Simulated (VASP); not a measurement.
Set up this calculation in VASP 6.6.1, as the native input.

```yaml
Task: single point
Functional: PBE
Dispersion: D3(BJ)
Potentials_or_basis: VASP PAW PBE potentials, release 64 (C, O, H)
Cutoff: 520 eV
k_mesh: 1 × 1 × 1
Occupations: fermi-dirac, width 0.02 eV
Spin: no spin polarisation
Dipole_correction: no
Further_INCAR_settings: LREAL = Auto; ALGO = Normal; EDIFF = 1e-06; NBANDS = 64
```

The structure of H6C2O lies in POSCAR:

```
H6C2O
1.0
    6.0808910000      0.0000000000      0.0000000000
    0.0000000000      6.0808910000      0.0000000000
    0.0000000000      0.0000000000      6.0808910000
C O H
8 4 24
Direct
    0.9121525119     -0.0595143047      0.4072593967
    0.8514212802     -0.0247661075      0.6545257924
    0.4791238652      0.5987280482      0.1478401767
    0.5961955246      0.5477651219      0.3614108525
    0.2811594551      0.0895099090     -0.0477561594
    0.1713071325      0.2071571419      0.0990808748
    0.2677897038      0.7224928057      0.6083647939
    0.1944122991      0.5046299958      0.6920202977
    0.7222296864      0.1515896272      0.6802128175
    0.7329024645      0.3552933279      0.3190157495
   -0.0573764601      0.1788882583      0.0409479466
    0.0336463850      0.3993658166      0.5783034098
    0.7824675693      0.1504220352      0.8315886603
    0.7822208949     -0.1876369762      0.7119022525
    1.0191105218      0.0115443609      0.7339220519
    0.9764851894     -0.2170734519      0.3842857897
    0.7716138967     -0.0172343165      0.2912731045
    1.0284512582      0.0609450161      0.3505571799
    0.6948981654      0.2732658750      0.4609521861
    0.6607748766      0.6851956399      0.4598997088
    0.4643069576      0.4591432407      0.4649318661
    0.3112537291      0.6589988211      0.1634957772
    0.5928571981      0.7112280092      0.0671447655
    0.4677110641      0.4398368594      0.0600240984
   -0.1333028334      0.2949896652      0.1566053396
    0.2052166368      0.1630682083      0.2768837659
    0.2026676683      0.3769020033      0.0922562171
    0.4354296106      0.0763374973      0.0314427606
    0.2607677066     -0.0787384612     -0.0400270289
    0.2788407159      0.1542701555     -0.2069762474
   -0.1043761515      0.3644696147      0.6860836677
    0.3253635035      0.3821479451      0.7190229195
    0.1006760358      0.5533564078      0.8439223791
    0.4185406382      0.7694102723      0.6919874078
    0.3173219188      0.7289392295      0.4331437613
    0.1545332748      0.8420805438      0.6423894130
```

The input as run:

INCAR

```
PREC = Accurate
ENCUT = 520
EDIFF = 1E-6
ISMEAR = -1
SIGMA = 0.02
LREAL = Auto
LASPH = True
NELM = 120
ALGO = Normal
ISIF = 2
LWAVE = False
LCHARG = False
GGA = PE
IVDW = 12
NBANDS = 64
GGA_COMPAT = False
```

KPOINTS

```
Automatic mesh
0
Gamma
  1 1 1
```

Potentials or basis: VASP PAW PBE potentials, release 64 (C, O, H).

Launch:

```bash
$ cat potpaw_PBE.64/C/POTCAR potpaw_PBE.64/O/POTCAR potpaw_PBE.64/H/POTCAR > POTCAR
$ mpirun -np 1 vasp_gam > vasp.out
```

It gave:

The pressure is 15.8 GPa, the largest force is 6.808 eV/Å and the band gap on the k mesh is 5.04 eV. The dispersion energy per atom is -0.065 eV.

Caveat: the k points lie up to 1.03 Å⁻¹ apart.

Run time: 53 s on 1 thread of Intel(R) Xeon(R) Platinum 8175M CPU @ 2.50GHz (Skylake/Cascade Lake), with other jobs on the host, peak memory 0.37 GiB.
